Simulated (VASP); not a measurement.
Write the native input for VASP 6.6.1 that does the following.

| Item | Value |
| --- | --- |
| Task | single point |
| Functional | PBE |
| Potentials or basis | VASP PAW PBE potentials, release 64 (Zn, S) |
| Cutoff | 520 eV |
| k mesh | 9 × 9 × 2 |
| Occupations | gaussian, width 0.02 eV |
| Spin | no spin polarisation |
| Dipole correction | no |
| Further INCAR settings | LREAL = Auto; ALGO = Normal; EDIFF = 1e-06; NBANDS = 86 |

The structure of ZnS lies in POSCAR:

```
ZnS
1.0
    3.7695127227      0.0000000000      0.0000000000
   -1.8847563614      3.2644937777      0.0000000000
    0.0000000000      0.0000000000     24.6504296684
Zn S
8 8
Direct
    0.3333333333      0.6666666667      0.1251575801
    0.0000000000      0.0000000000      0.0002629988
    0.6666666667      0.3333333333      0.6248324129
    0.6666666667      0.3333333333      0.8751883806
    0.0000000000      0.0000000000      0.7499146686
    0.3333333333      0.6666666667      0.4999181653
    0.0000000000      0.0000000000      0.3749978189
    0.6666666667      0.3333333333      0.2500776401
    0.6666666667      0.3333333333      0.3437595417
    0.6666666667      0.3333333333      0.7185047828
    0.3333333333      0.6666666667      0.2188391387
    0.0000000000      0.0000000000      0.8437460603
    0.6666666667      0.3333333333      0.9690014798
    0.0000000000      0.0000000000      0.0939209450
    0.3333333333      0.6666666667      0.5935995606
    0.0000000000      0.0000000000      0.4686798260
```

One way to write it, as run:

INCAR

```
SYSTEM = ZnS
  ALGO = Normal
  EDIFF = 1E-6
  ENCUT = 520
  GGA = PE
  ISIF = 2
  ISMEAR = 0
  LASPH = .True.
  LCHARG = .True.
  LELF = .True.
  LREAL = Auto
  LVHAR = .True.
  LWAVE = .False.
  NBANDS = 86
  NELM = 60
  PREC = Accurate
  SIGMA = 0.02
```

KPOINTS

```
k-points
0
Gamma
  9 9 2
  0 0 0
```

Potentials or basis: VASP PAW PBE potentials, release 64 (Zn, S).

Command:

```console
$ cat potpaw_PBE.64/Zn/POTCAR potpaw_PBE.64/S/POTCAR > POTCAR
$ mpirun -np 1 vasp_std > vasp.out
```

Results of the run:

```yaml
Pressure: 6.2 GPa
Largest_force: 0.009 eV/Å
Band_gap_on_the_k_mesh: 2.30 eV
```

Caveat: the cell stands under pressure.

Wall time 40 min on 1 thread of Intel Xeon 8259CL, on a shared host, peak memory 0.62 GiB.
